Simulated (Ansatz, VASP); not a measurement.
**One calculation of Pd, two programs**

```
CELL_PARAMETERS angstrom
-1.54175 1.54175 1.54175
1.54175 -1.54175 1.54175
1.54175 1.54175 -1.54175
ATOMIC_POSITIONS crystal
Pd 0.00000 0.00000 0.00000
```

Alike in both runs: functional PBEsol; k mesh 18 × 18 × 18; occupations gaussian, width 0.1 eV; no spin polarisation.

Ansatz relaxed the structure, and its values are those at the end. VASP's run is a single point on that final structure, the one shown.

|  | VASP | Ansatz |
| --- | --- | --- |
| version | VASP 6.6.1 | Ansatz 0.2.0 |
| potentials or method | VASP PAW PBE potentials, release 64 (Pd), cutoff 500 eV | scalar-relativistic, plane waves, PAW |
| valence electrons in the cell | 10 | 18 |

Ansatz gave:

```
gap on the k mesh at the Fermi level (eV) : none
pressure (GPa)                            : 0.0
```

Estimate VASP's values.

gap on the k mesh at the Fermi level (eV): none; pressure (GPa): -0.3.

VASP's potentials were made for PBE, not for PBEsol, and Ansatz warns of the same on its side. A gap of «none» marks a metal or a gap that the smearing closes. VASP's potentials hold 10 valence electrons a cell and Ansatz's 18, so a difference there can come from the potentials and not from the codes.
